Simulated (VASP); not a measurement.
# CsI (Pm-3m) in VASP: single point with PBE

Aim: the single point of CsI with PBE.

All numbers are computed with VASP 6.6.1; they aren't measurements. Logs are shortened: lines on timing, memory, paths and dates and some standing lists are left out, and cuts for length are marked.

**1. The cell of the first run**

The structure is cubic, space group Pm-3m (No. 221). Conventional cell: a = 4.608 Å, b = 4.608 Å, c = 4.608 Å, α = 90.00°, β = 90.00°, γ = 90.00°. Cs (site symmetry m-3m) has 8 I at 3.99 Å and 6 Cs at 4.61 Å within 5.2 Å. I (site symmetry m-3m) has 8 Cs at 3.99 Å and 6 I at 4.61 Å within 5.2 Å.

**2. Single point, PBE**

The input, INCAR:

```
PREC = Accurate
ENCUT = 500
EDIFF = 1E-6
ISMEAR = 0
SIGMA = 0.01
LREAL = F
LASPH = T
NELM = 120
ALGO = Normal
ISIF = 2
LWAVE = F
LCHARG = F
GGA = PE
NBANDS = 15
GGA_COMPAT = F
```

The input, KPOINTS:

```
regular mesh
0
Gamma
  4 4 4
```

The input, POSCAR:

```
CsI
1.0
    4.6081404514      0.0000000000      0.0000000000
    0.0000000000      4.6081404514      0.0000000000
    0.0000000000      0.0000000000      4.6081404514
Cs I
1 1
Direct
    0.0000000000      0.0000000000      0.0000000000
    0.5000000000      0.5000000000      0.5000000000
```

Potentials or basis: VASP PAW PBE potentials, release 64 (Cs_sv, I).

Started as:

```bash
cat potpaw_PBE.64/Cs_sv/POTCAR potpaw_PBE.64/I/POTCAR > POTCAR
mpirun -np 1 vasp_std > vasp.out
```

OUTCAR:

```text
PREC = Accurate
   ENCUT = 500
   EDIFF = 1E-6
   ISMEAR = 0
   LREAL = F
   LASPH = T
   NELM = 120
   ISIF = 2
   GGA = PE

 ion  position               nearest neighbor table
   1  0.000  0.000  0.000-
   2  0.500  0.500  0.500-

  LATTYP: Found a simple cubic cell.
 ALAT       =     4.6081404514

  Lattice vectors:

 A1 = (   4.6081404514,   0.0000000000,   0.0000000000)
 A2 = (   0.0000000000,   4.6081404514,   0.0000000000)
 A3 = (   0.0000000000,   0.0000000000,   4.6081404514)

Analysis of symmetry for initial positions (statically):
=====================================================================
 Subroutine PRICEL returns:
 Original cell was already a primitive cell.

 Routine SETGRP: Setting up the symmetry group for a
 simple cubic supercell.

 Subroutine GETGRP returns: Found 48 space group operations
 (whereof 48 operations were pure point group operations)
 out of a pool of 48 trial point group operations.

The static configuration has the point symmetry O_h .

Analysis of symmetry for dynamics (positions and initial velocities):
=====================================================================
 Subroutine PRICEL returns:
 Original cell was already a primitive cell.

 Routine SETGRP: Setting up the symmetry group for a
 simple cubic supercell.

 Subroutine GETGRP returns: Found 48 space group operations
 (whereof 48 operations were pure point group operations)
 out of a pool of 48 trial point group operations.

The dynamic configuration has the point symmetry O_h .

 Subroutine INISYM returns: Found 48 space group operations
 (whereof 48 operations are pure point group operations),
 and found     1 'primitive' translations

----------------------------------------------------------------------------------------

                                     Primitive cell

  volume of cell :      97.8537

  direct lattice vectors                    reciprocal lattice vectors
     4.608140451  0.000000000  0.000000000     0.217007275  0.000000000  0.000000000
     0.000000000  4.608140451  0.000000000     0.000000000  0.217007275  0.000000000
     0.000000000  0.000000000  4.608140451     0.000000000  0.000000000  0.217007275

  length of vectors
     4.608140451  4.608140451  4.608140451     0.217007275  0.217007275  0.217007275

  position of ions in fractional coordinates (direct lattice)
     0.000000000  0.000000000  0.000000000
     0.500000000  0.500000000  0.500000000

  ion indices of the primitive-cell ions
   primitive index   ion index
                 1           1
                 2           2

----------------------------------------------------------------------------------------

 KPOINTS: regular mesh

Automatic generation of k-mesh.
 Grid dimensions read from file:
 generate k-points for:    4    4    4

 Generating k-lattice:

  Cartesian coordinates                     Fractional coordinates (reciprocal lattice)
     0.054251819  0.000000000  0.000000000     0.250000000  0.000000000  0.000000000
     0.000000000  0.054251819  0.000000000     0.000000000  0.250000000  0.000000000
     0.000000000  0.000000000  0.054251819     0.000000000  0.000000000  0.250000000

  Length of vectors
     0.054251819  0.054251819  0.054251819

  Shift w.r.t. Gamma in fractional coordinates (k-lattice)
     0.000000000  0.000000000  0.000000000

 Subroutine IBZKPT returns following result:
 ===========================================

 Found     10 irreducible k-points:

 Following reciprocal coordinates:
            Coordinates               Weight
  0.000000  0.000000  0.000000      1.000000
  0.250000  0.000000  0.000000      6.000000
  0.500000  0.000000  0.000000      3.000000
  0.250000  0.250000  0.000000     12.000000
  0.500000  0.250000  0.000000     12.000000
  0.500000  0.500000  0.000000      3.000000
  0.250000  0.250000  0.250000      8.000000
  0.500000  0.250000  0.250000     12.000000
  0.500000  0.500000  0.250000      6.000000
  0.500000  0.500000  0.500000      1.000000
   k-points           NKPTS =     10   k-points in BZ     NKDIM =     10   number of bands    NBANDS=     15
   number of dos      NEDOS =    301   number of ions     NIONS =      2
   total plane-waves  NPLWV =  46656
   dimension x,y,z NGX =    36 NGY =   36 NGZ =   36
   dimension x,y,z NGXF=    72 NGYF=   72 NGZF=   72
   ions per type =               1   1
   NGX,Y,Z   is equivalent  to a cutoff of  12.99, 12.99, 12.99 a.u.
   NGXF,Y,Z  is equivalent  to a cutoff of  25.98, 25.98, 25.98 a.u.
 SYSTEM =  unknown system
   PREC   = accura    normal or accurate (medium, high low for compatibility)
   ISTART =      0    job   : 0-new  1-cont  2-samecut
   ICHARG =      2    charge: 1-file 2-atom 10-const
   ISPIN  =      1    spin polarized calculation?
   LNONCOLLINEAR =      F non collinear calculations
   LSORBIT =      F    spin-orbit coupling
   LASPH  =      T    aspherical Exc in radial PAW
   ENCUT  =  500.0 eV  36.75 Ry    6.06 a.u.   8.40  8.40  8.40*2*pi/ulx,y,z
   NELM   =    120;   NELMIN=  2; NELMDL= -5     # of ELM steps
   EDIFF  = 0.1E-05   stopping-criterion for ELM
   LREAL  =      F    real-space projection
   EDIFFG = 0.1E-04   stopping-criterion for IOM
   NSW    =      0    number of steps for IOM
   IBRION =     -1    ionic relax: 0-MD 1-quasi-New 2-CG
   NFREE  =      0    steps in history (QN), initial steepest desc. (CG)
   ISIF   =      2    stress and relaxation
   ISYM   =      2    0-nonsym 1-usesym 2-fastsym
   POTIM  = 0.5000    time-step for ionic-motion
   TEBEG  =    0.0;   TEEND  =   0.0 temperature during run
   PSTRESS=    0.0 pullay stress
   NELECT =      16.0000    total number of electrons
   NUPDOWN=      -1.0000    fix difference up-down
   EMIN   =  10.00;   EMAX   =-10.00  energy-range for DOS
   EFERMI =   0.00;   METHOD = LEGACY
   ISMEAR =     0;   SIGMA  =   0.01  broadening in eV -4-tet -1-fermi 0-gaus
   EFERMI_NEDOS =   21; number of points for ismear=-14 and -15
   IALGO  =     38    algorithm
   IMIX   =      4    mixing-type and parameters
     AMIX     =   0.40;   BMIX     =  1.00
     AMIX_MAG =   1.60;   BMIX_MAG =  1.00
  volume/ion in A,a.u.               =      48.93       330.17
  Fermi-wavevector in a.u.,A,eV,Ry     =   0.895205  1.691692 10.903598  0.801392
  Thomas-Fermi vector in A             =   2.017507
   LORBIT       =      0    0 simple, 1 ext, 2 COOP (PROOUT), +10 PAW based schemes
   GGA     = PE    functional components
   LHFCALC =     F    Hartree Fock is set to
   AEXX    =    0.0000 exact exchange contribution
   IVDW    =     0    specifies the selected vdW correction
   LEPSILON=     F    determine dielectric tensor
   LRPA    =     F    only Hartree local field effects (RPA)
 non-spin polarized calculation
 Gauss-broadening in eV      SIGMA  =   0.01
  energy-cutoff  :      500.00
  volume of cell :       97.85
 maximum number of plane-waves:      2517
 NGX is ok and might be reduce to    36
   NGX = 17   NGY = 17   NGZ = 17

 number of electron      16.0000002 magnetization

 Free energy of the ion-electron system (eV)
  ---------------------------------------------------
  ext. energy  EPLUGINS =         0.00000000
  ---------------------------------------------------
  free energy    TOTEN  =        -5.43500803 eV

  energy without entropy =       -5.43500803  energy(sigma->0) =       -5.43500803

 E-fermi :   0.7619     XC(G=0):  -7.6523

 val. band max:        0.6575580799   @ k =   0.5000   0.5000   0.0000
 cond. band min:       4.4449428997   @ k =   0.0000   0.0000   0.0000
 fundamental gap:      3.7873848198
 Fermi energy:         0.7619418769

 k-point     1 :       0.0000    0.0000    0.0000
  band No.  band energies     occupation
      1     -19.7718      2.00000
      2      -9.9582      2.00000
      3      -6.4757      2.00000
      4      -6.4757      2.00000
      5      -6.4757      2.00000
      6       0.5649      2.00000
      7       0.5649      2.00000
      8       0.5649      2.00000
      9       4.4449      0.00000
     10       4.8754      0.00000
     11       4.8754      0.00000
     12       8.3568      0.00000
     13       8.3568      0.00000
     14       8.3568      0.00000
     15      10.7635      0.00000

 k-point     2 :       0.2500    0.0000    0.0000
  band No.  band energies     occupation
      1     -19.7609      2.00000
      2      -9.9610      2.00000
      3      -6.5487      2.00000
      4      -6.4475      2.00000
      5      -6.4475      2.00000
      6      -0.2463      2.00000
      7       0.4980      2.00000
      8       0.4980      2.00000
      9       5.2324      0.00000
     10       5.5523      0.00000
     11       6.0620      0.00000
     12       8.2585      0.00000
     13       8.2585      0.00000
     14       8.6155      0.00000
     15       8.8720      0.00000

 k-point     3 :       0.5000    0.0000    0.0000
  band No.  band energies     occupation
      1     -19.7500      2.00000
      2      -9.9666      2.00000
      3      -6.6078      2.00000
      4      -6.4188      2.00000
      5      -6.4188      2.00000
      6      -0.8396      2.00000
      7       0.4282      2.00000
      8       0.4282      2.00000
      9       5.8613      0.00000
     10       7.0286      0.00000
     11       7.2634      0.00000
     12       7.4875      0.00000
     13       8.4687      0.00000
     14       8.4687      0.00000
     15       8.9767      0.00000

 k-point     4 :       0.2500    0.2500    0.0000
  band No.  band energies     occupation
      1     -19.7505      2.00000
      2      -9.9234      2.00000
      3      -6.6459      2.00000
      4      -6.5189      2.00000
      5      -6.4244      2.00000
      6      -0.2541      2.00000
      7       0.1177      2.00000
      8       0.5192      2.00000
      9       5.6501      0.00000
     10       5.8396      0.00000
     11       6.7054      0.00000
     12       7.3807      0.00000
     13       8.2013      0.00000
     14       8.5308      0.00000
     15       9.2669      0.00000

 k-point     5 :       0.5000    0.2500    0.0000
  band No.  band energies     occupation
      1     -19.7402      2.00000
      2      -9.8865      2.00000
      3      -6.7035      2.00000
      4      -6.6220      2.00000
      5      -6.4010      2.00000
      6      -0.5180      2.00000
      7       0.0879      2.00000
      8       0.5379      2.00000
      9       5.5907      0.00000
     10       6.1419      0.00000
     11       7.4036      0.00000
     12       7.4452      0.00000
     13       7.5134      0.00000
     14       8.8003      0.00000
     15       9.5973      0.00000

 k-point     6 :       0.5000    0.5000    0.0000
  band No.  band energies     occupation
      1     -19.7303      2.00000
      2      -9.8000      2.00000
      3      -6.8084      2.00000
      4      -6.8084      2.00000
      5      -6.3830      2.00000
      6      -0.1832      2.00000
      7      -0.1832      2.00000
      8       0.6576      2.00000
      9       4.9015      0.00000
     10       5.5658      0.00000
     11       6.7464      0.00000
     12       6.7464      0.00000
     13      10.0556      0.00000
     14      10.1468      0.00000
     15      10.2204      0.00000

 k-point     7 :       0.2500    0.2500    0.2500
  band No.  band energies     occupation
      1     -19.7406      2.00000
      2      -9.8729      2.00000
      3      -6.6073      2.00000
      4      -6.6073      2.00000
      5      -6.5360      2.00000
      6      -0.0465      2.00000
      7      -0.0082      2.00000
      8      -0.0082      2.00000
      9       6.6021      0.00000
     10       6.6021      0.00000
     11       6.7427      0.00000
     12       6.9114      0.00000
     13       7.6094      0.00000
     14       7.6094      0.00000
     15      10.8946      0.00000

 k-point     8 :       0.5000    0.2500    0.2500
  band No.  band energies     occupation
      1     -19.7306      2.00000
      2      -9.8213      2.00000
      3      -6.7286      2.00000
      4      -6.6058      2.00000
      5      -6.5676      2.00000
      6      -0.4394      2.00000
      7      -0.1357      2.00000
      8       0.1855      2.00000
      9       6.1382      0.00000
     10       6.4509      0.00000
     11       6.5861      0.00000
     12       7.9277      0.00000
     13       8.3988      0.00000
     14       8.5248      0.00000
     15      10.2720      0.00000

 k-point     9 :       0.5000    0.5000    0.2500
  band No.  band energies     occupation
      1     -19.7210      2.00000
      2      -9.7525      2.00000
      3      -6.7595      2.00000
      4      -6.7595      2.00000
      5      -6.5508      2.00000
      6      -0.3877      2.00000
      7      -0.3877      2.00000
      8      -0.0507      2.00000
      9       5.9760      0.00000
     10       6.9676      0.00000
     11       7.0423      0.00000
     12       7.0423      0.00000
     13       9.5059      0.00000
     14       9.5059      0.00000
     15      10.2254      0.00000

 k-point    10 :       0.5000    0.5000    0.5000
  band No.  band energies     occupation
      1     -19.7116      2.00000
      2      -9.7036      2.00000
      3      -6.7088      2.00000
      4      -6.7088      2.00000
      5      -6.7088      2.00000
      6      -0.5861      2.00000
      7      -0.5861      2.00000
      8      -0.5861      2.00000
      9       7.7446      0.00000
     10       7.7446      0.00000
     11       7.7446      0.00000
     12       8.3904      0.00000
     13       8.3904      0.00000
     14       8.3904      0.00000
     15      10.3070      0.00000

------------------------ aborting loop because EDIFF is reached ----------------------------------------

  FORCE on cell =-STRESS in cart. coord.  units (eV):
  Direction    XX          YY          ZZ          XY          YZ          ZX
  --------------------------------------------------------------------------------------
  -------------------------------------------------------------------------------------
  Total        0.2767872      0.2767872      0.2767872      0.0000000      0.0000000     -0.0000000
  in kB        4.5318910      4.5318910      4.5318910      0.0000000      0.0000000     -0.0000000
  external PRESSURE =       4.5318910 kB  Pullay stress =       0.0000000 kB

 VOLUME and BASIS-vectors are now :
 -----------------------------------------------------------------------------
  energy-cutoff  :      500.00
  volume of cell :       97.85
      direct lattice vectors                 reciprocal lattice vectors
     4.608140451  0.000000000  0.000000000     0.217007275  0.000000000  0.000000000
     0.000000000  4.608140451  0.000000000     0.000000000  0.217007275  0.000000000
     0.000000000  0.000000000  4.608140451     0.000000000  0.000000000  0.217007275

 POSITION                                       TOTAL-FORCE (eV/Angst)
 -----------------------------------------------------------------------------------
      0.00000      0.00000      0.00000         0.000000      0.000000      0.000000
      2.30407      2.30407      2.30407         0.000000      0.000000      0.000000
 -----------------------------------------------------------------------------------
    total drift:                               -0.000000      0.000000      0.000000

  FREE ENERGIE OF THE ION-ELECTRON SYSTEM (eV)
  ---------------------------------------------------
  free  energy   TOTEN  =        -5.4350080316 eV

  energy  without entropy=       -5.4350080316  energy(sigma->0) =       -5.43500803
```

Wall time 12 s (1 thread of AMD EPYC 7R43 (Zen 3), shared host); peak memory 0.17 GiB.

What came out:

| Property | Result |
| --- | --- |
| Free energy | -5.4350 eV |
| Pressure | 0.5 GPa |
| Band gap on the k mesh | 3.79 eV, indirect (least direct gap 3.88 eV) |

Caveat: spin-orbit coupling is left out, which moves the levels of the heavy elements. A k mesh can miss the band edges.
